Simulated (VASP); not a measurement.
# BP (F-43m) in VASP: notebook

The runs below take BP through single point, with PBE+D3(BJ), RPBE.

All numbers are computed with VASP 6.6.1; they aren't measurements. Logs are shortened: lines on timing, memory, paths and dates and some standing lists are left out, and cuts for length are marked.

## Step 1: The cell of the first run

Symmetry: F-43m, No. 216, cubic system. The conventional cell has a = 4.568 Å, b = 4.568 Å, c = 4.568 Å, α = 90.00°, β = 90.00°, γ = 90.00°. Within 2.6 Å of P (site symmetry -43m) lie 4 B at 1.98 Å. B (site symmetry -43m) has 4 P at 1.98 Å within 2.6 Å.

## Step 2: Single point, PBE+D3(BJ)

INCAR reads:

```
SYSTEM = BP
ALGO     = Normal         ! electronic algorithm
EDIFF    = 1E-6           ! SCF threshold, eV
ENCUT    = 520            ! plane-wave cutoff, eV
GGA      = PE             ! functional
ISIF     = 2              ! what is computed and relaxed
ISMEAR   = -1             ! smearing method
IVDW     = 12             ! dispersion correction
LASPH    = .True.         ! aspherical terms in the spheres
LCHARG   = .False.        ! write CHGCAR
LREAL    = .False.        ! projectors in reciprocal space
LWAVE    = .False.        ! write WAVECAR
NBANDS   = 11             ! bands
NELM     = 80             ! most SCF steps
PREC     = Accurate       ! precision mode
SIGMA    = 0.05           ! smearing width, eV
```

KPOINTS reads:

```
k-points
0
Gamma
  10 10 10
  0 0 0
```

POSCAR reads:

```
BP
1.0
    0.0000000000      2.2840269280      2.2840269280
    2.2840269280      0.0000000000      2.2840269280
    2.2840269280      2.2840269280      0.0000000000
P B
1 1
Direct
    0.7500000000      0.7500000000      0.7500000000
    0.0000000000      0.0000000000      0.0000000000
```

Potentials or basis: VASP PAW PBE potentials, release 64 (P, B).

Command:

```sh
$ cat potpaw_PBE.64/P/POTCAR potpaw_PBE.64/B/POTCAR > POTCAR
$ mpirun -np 1 vasp_std > vasp.out
```

OUTCAR:

```text
SYSTEM = BP
   EDIFF = 1E-6
   ENCUT = 520
   GGA = PE
   ISIF = 2
   ISMEAR = -1
   IVDW = 12
   LASPH = .True.
   LREAL = .False.
   NELM = 80
   PREC = Accurate
 IVDW          = 12

 ion  position               nearest neighbor table
   1  0.750  0.750  0.750-   2 1.98   2 1.98   2 1.98   2 1.98
   2  0.000  0.000  0.000-   1 1.98   1 1.98   1 1.98   1 1.98

  LATTYP: Found a face centered cubic cell.
 ALAT       =     4.5680538560

  Lattice vectors:

 A1 = (   0.0000000000,   2.2840269280,   2.2840269280)
 A2 = (   2.2840269280,   0.0000000000,   2.2840269280)
 A3 = (   2.2840269280,   2.2840269280,   0.0000000000)

Analysis of symmetry for initial positions (statically):
=====================================================================
 Subroutine PRICEL returns:
 Original cell was already a primitive cell.

 Routine SETGRP: Setting up the symmetry group for a
 face centered cubic supercell.

 Subroutine GETGRP returns: Found 24 space group operations
 (whereof 24 operations were pure point group operations)
 out of a pool of 48 trial point group operations.

The static configuration has the point symmetry T_d .

Analysis of symmetry for dynamics (positions and initial velocities):
=====================================================================
 Subroutine PRICEL returns:
 Original cell was already a primitive cell.

 Routine SETGRP: Setting up the symmetry group for a
 face centered cubic supercell.

 Subroutine GETGRP returns: Found 24 space group operations
 (whereof 24 operations were pure point group operations)
 out of a pool of 48 trial point group operations.

The dynamic configuration has the point symmetry T_d .

 Subroutine INISYM returns: Found 24 space group operations
 (whereof 24 operations are pure point group operations),
 and found     1 'primitive' translations

----------------------------------------------------------------------------------------

                                     Primitive cell

  volume of cell :      23.8305

  direct lattice vectors                    reciprocal lattice vectors
     0.000000000  2.284026928  2.284026928    -0.218911605  0.218911605  0.218911605
     2.284026928  0.000000000  2.284026928     0.218911605 -0.218911605  0.218911605
     2.284026928  2.284026928  0.000000000     0.218911605  0.218911605 -0.218911605

  length of vectors
     3.230101858  3.230101858  3.230101858     0.379166022  0.379166022  0.379166022

  position of ions in fractional coordinates (direct lattice)
     0.750000000  0.750000000  0.750000000
     0.000000000  0.000000000  0.000000000

  ion indices of the primitive-cell ions
   primitive index   ion index
                 1           1
                 2           2

----------------------------------------------------------------------------------------

 KPOINTS: k-points

Automatic generation of k-mesh.
 Grid dimensions read from file:
 generate k-points for:   10   10   10

 Generating k-lattice:

  Cartesian coordinates                     Fractional coordinates (reciprocal lattice)
    -0.021891160  0.021891160  0.021891160     0.100000000  0.000000000  0.000000000
     0.021891160 -0.021891160  0.021891160     0.000000000  0.100000000  0.000000000
     0.021891160  0.021891160 -0.021891160     0.000000000  0.000000000  0.100000000

  Length of vectors
     0.037916602  0.037916602  0.037916602

  Shift w.r.t. Gamma in fractional coordinates (k-lattice)
     0.000000000  0.000000000  0.000000000

 Subroutine IBZKPT returns following result:
 ===========================================

 Found     47 irreducible k-points:

 Following reciprocal coordinates:
            Coordinates               Weight
  0.000000  0.000000  0.000000      1.000000
  0.100000  0.000000  0.000000      8.000000
  0.200000  0.000000  0.000000      8.000000
  0.300000  0.000000  0.000000      8.000000
  0.400000  0.000000  0.000000      8.000000
  0.500000  0.000000  0.000000      4.000000
[... 16 lines left out ...]
  0.300000  0.300000  0.000000      6.000000
  0.400000  0.300000  0.000000     24.000000
 [... further k-points ...]
   k-points           NKPTS =     47   k-points in BZ     NKDIM =     47   number of bands    NBANDS=     11
   number of dos      NEDOS =    301   number of ions     NIONS =      2
   total plane-waves  NPLWV =  13824
   dimension x,y,z NGX =    24 NGY =   24 NGZ =   24
   dimension x,y,z NGXF=    48 NGYF=   48 NGZF=   48
   ions per type =               1   1
   NGX,Y,Z   is equivalent  to a cutoff of  12.35, 12.35, 12.35 a.u.
   NGXF,Y,Z  is equivalent  to a cutoff of  24.70, 24.70, 24.70 a.u.
 SYSTEM =  BP
   PREC   = accura    normal or accurate (medium, high low for compatibility)
   ISTART =      0    job   : 0-new  1-cont  2-samecut
   ICHARG =      2    charge: 1-file 2-atom 10-const
   ISPIN  =      1    spin polarized calculation?
   LNONCOLLINEAR =      F non collinear calculations
   LSORBIT =      F    spin-orbit coupling
   LASPH  =      T    aspherical Exc in radial PAW
   ENCUT  =  520.0 eV  38.22 Ry    6.18 a.u.   6.01  6.01  6.01*2*pi/ulx,y,z
   NELM   =     80;   NELMIN=  2; NELMDL= -5     # of ELM steps
   EDIFF  = 0.1E-05   stopping-criterion for ELM
   LREAL  =      F    real-space projection
   EDIFFG = 0.1E-04   stopping-criterion for IOM
   NSW    =      0    number of steps for IOM
   IBRION =     -1    ionic relax: 0-MD 1-quasi-New 2-CG
   NFREE  =      0    steps in history (QN), initial steepest desc. (CG)
   ISIF   =      2    stress and relaxation
   ISYM   =      2    0-nonsym 1-usesym 2-fastsym
   POTIM  = 0.5000    time-step for ionic-motion
   TEBEG  =    0.0;   TEEND  =   0.0 temperature during run
   PSTRESS=    0.0 pullay stress
   NELECT =       8.0000    total number of electrons
   NUPDOWN=      -1.0000    fix difference up-down
   EMIN   =  10.00;   EMAX   =-10.00  energy-range for DOS
[... 5 lines left out ...]
     AMIX     =   0.40;   BMIX     =  1.00
     AMIX_MAG =   1.60;   BMIX_MAG =  1.00
  volume/ion in A,a.u.               =      11.92        80.41
  Fermi-wavevector in a.u.,A,eV,Ry     =   1.137785  2.150102 17.613492  1.294555
  Thomas-Fermi vector in A             =   2.274490
   LORBIT       =      0    0 simple, 1 ext, 2 COOP (PROOUT), +10 PAW based schemes
   GGA     = PE    functional components
   LHFCALC =     F    Hartree Fock is set to
   AEXX    =    0.0000 exact exchange contribution
   IVDW    =    12    specifies the selected vdW correction
   LEPSILON=     F    determine dielectric tensor
   LRPA    =     F    only Hartree local field effects (RPA)
 non-spin polarized calculation
  energy-cutoff  :      520.00
  volume of cell :       23.83
 maximum number of plane-waves:       656
   NGX = 13   NGY = 13   NGZ = 13

 number of electron       7.9999999 magnetization

 Free energy of the ion-electron system (eV)
  ---------------------------------------------------
  ext. energy  EPLUGINS =         0.00000000
  ---------------------------------------------------
  free energy    TOTEN  =       -12.92864289 eV

  energy without entropy =      -12.92864285  energy(sigma->0) =      -12.92864287

 E-fermi :   7.8150     XC(G=0): -10.8222

 val. band max:        7.2000108870   @ k =   0.0000   0.0000   0.0000
 cond. band min:       8.4661699979   @ k =   0.4000   0.4000   0.0000
 fundamental gap:      1.2661591108
 Fermi energy:         7.8149828289

 k-point     1 :       0.0000    0.0000    0.0000
  band No.  band energies     occupation
      1      -8.0846      2.00000
      2       7.2000      1.99999
      3       7.2000      1.99999
      4       7.2000      1.99999
      5      10.5723      0.00000
      6      10.5723      0.00000
      7      10.5723      0.00000
      8      14.2746      0.00000
      9      18.5812      0.00000
     10      19.2730      0.00000
     11      19.2730      0.00000

 k-point     2 :       0.1000    0.0000    0.0000
  band No.  band energies     occupation
      1      -7.9074      2.00000
      2       5.9120      2.00000
      3       6.9105      2.00000
      4       6.9105      2.00000
      5      10.9733      0.00000
      6      10.9733      0.00000
      7      10.9889      0.00000
      8      14.8163      0.00000
      9      18.6016      0.00000
     10      18.6016      0.00000
     11      19.1395      0.00000

 k-point     3 :       0.2000    0.0000    0.0000
  band No.  band energies     occupation
      1      -7.3828      2.00000
      2       3.5996      2.00000
      3       6.3598      2.00000
      4       6.3598      2.00000
      5      11.1511      0.00000
      6      11.6853      0.00000
      7      11.6853      0.00000
      8      16.0456      0.00000
      9      18.0082      0.00000
     10      18.0082      0.00000
     11      19.9926      0.00000

 k-point     4 :       0.3000    0.0000    0.0000
  band No.  band energies     occupation
      1      -6.5414      2.00000
      2       1.2744      2.00000
      3       5.8770      2.00000
      4       5.8770      2.00000
      5      11.0367      0.00000
      6      12.0240      0.00000
      7      12.0240      0.00000
      8      17.0370      0.00000
      9      18.5636      0.00000
     10      18.5636      0.00000
     11      20.2267      0.00000

 k-point     5 :       0.4000    0.0000    0.0000
  band No.  band energies     occupation
      1      -5.4985      2.00000
      2      -0.7096      2.00000
      3       5.5705      2.00000
      4       5.5705      2.00000
      5      10.9120      0.00000
      6      11.9701      0.00000
      7      11.9701      0.00000
      8      17.2815      0.00000
      9      20.2161      0.00000
     10      20.2161      0.00000
     11      21.0953      0.00000
[... 211 lines left out ...]
 k-point    21 :      -0.3000    0.2000    0.0000
  band No.  band energies     occupation
      1      -5.2771      2.00000
      2       0.3026      2.00000
      3       2.6147      2.00000
      4       5.3106      2.00000
      5      11.0702      0.00000
      6      13.2776      0.00000
      7      14.0137      0.00000
      8      16.3928      0.00000
      9      17.5421      0.00000
     10      19.7374      0.00000
     11      23.9771      0.00000

 k-point    22 :      -0.2000    0.2000    0.0000
  band No.  band energies     occupation
      1      -6.2549      2.00000
      2       1.9980      2.00000
      3       3.1051      2.00000
      4       5.9732      2.00000
      5      11.6247      0.00000
      6      12.4649      0.00000
      7      13.5016      0.00000
      8      15.4017      0.00000
      9      16.6874      0.00000
     10      20.6713      0.00000
     11      22.7471      0.00000

 k-point    23 :       0.3000    0.3000    0.0000
  band No.  band energies     occupation
      1      -6.0060      2.00000
      2       2.3872      2.00000
      3       4.0371      2.00000
      4       4.0371      2.00000
      5       8.7397      0.00000
      6      11.1181      0.00000
      7      15.9419      0.00000
      8      15.9419      0.00000
      9      20.0028      0.00000
     10      21.4966      0.00000
     11      23.4925      0.00000

 k-point    24 :       0.4000    0.3000    0.0000
  band No.  band energies     occupation
      1      -5.1973      2.00000
      2       1.0828      2.00000
      3       3.2253      2.00000
      4       3.7468      2.00000
      5       9.0269      0.00000
      6      10.8283      0.00000
      7      16.5347      0.00000
      8      16.5631      0.00000
      9      20.9704      0.00000
     10      22.3504      0.00000
     11      23.9787      0.00000

 [... further k-points ...]

------------------------ aborting loop because EDIFF is reached ----------------------------------------

 Edisp (eV)   -0.63414

 E8    (eV) :    -0.2319

  FORCE on cell =-STRESS in cart. coord.  units (eV):
  Direction    XX          YY          ZZ          XY          YZ          ZX
  --------------------------------------------------------------------------------------
  -------------------------------------------------------------------------------------
  Total      -0.97235    -0.97235    -0.97235     0.00000    -0.00000     0.00000
  in kB     -65.37319   -65.37319   -65.37319     0.00000    -0.00000     0.00000
  external pressure =      -65.37 kB  Pullay stress =        0.00 kB

 VOLUME and BASIS-vectors are now :
 -----------------------------------------------------------------------------
  energy-cutoff  :      520.00
  volume of cell :       23.83
      direct lattice vectors                 reciprocal lattice vectors
     0.000000000  2.284026928  2.284026928    -0.218911605  0.218911605  0.218911605
     2.284026928  0.000000000  2.284026928     0.218911605 -0.218911605  0.218911605
     2.284026928  2.284026928  0.000000000     0.218911605  0.218911605 -0.218911605

 POSITION                                       TOTAL-FORCE (eV/Angst)
 -----------------------------------------------------------------------------------
      3.42604      3.42604      3.42604        -0.000000     -0.000000     -0.000000
      0.00000      0.00000      0.00000         0.000000      0.000000      0.000000
 -----------------------------------------------------------------------------------
    total drift:                               -0.000000     -0.000000     -0.000000

  FREE ENERGIE OF THE ION-ELECTRON SYSTEM (eV)
  ---------------------------------------------------
  free  energy   TOTEN  =       -13.5627835103 eV

  energy  without entropy=      -13.5627834711  energy(sigma->0) =      -13.56278349
```

Wall time 18 s (1 thread of AMD EPYC 7R13, shared host); peak memory 0.12 GiB.

What came out:

```
Free energy                : -13.5628 eV
Pressure                   : -6.5 GPa
Band gap on the k mesh     : 1.27 eV, indirect (least direct gap 3.37 eV)
Dispersion energy per atom : -0.317 eV
```

Levels at points of the mesh, in eV from the valence-band top:
| k point | band 2 | band 3 | band 4 | band 5 | band 6 | band 7 |
| --- | --- | --- | --- | --- | --- | --- |
| (0.00, 0.00, 0.00) | 0.00 | 0.00 | 0.00 | 3.37 | 3.37 | 3.37 |
| (0.50, 0.00, 0.00) | -8.89 | -1.73 | -1.73 | 3.66 | 4.70 | 4.70 |
| (0.50, 0.50, 0.00) | -8.48 | -4.04 | -4.04 | 1.37 | 1.68 | 11.94 |

(Continued in part 2 of 2.)
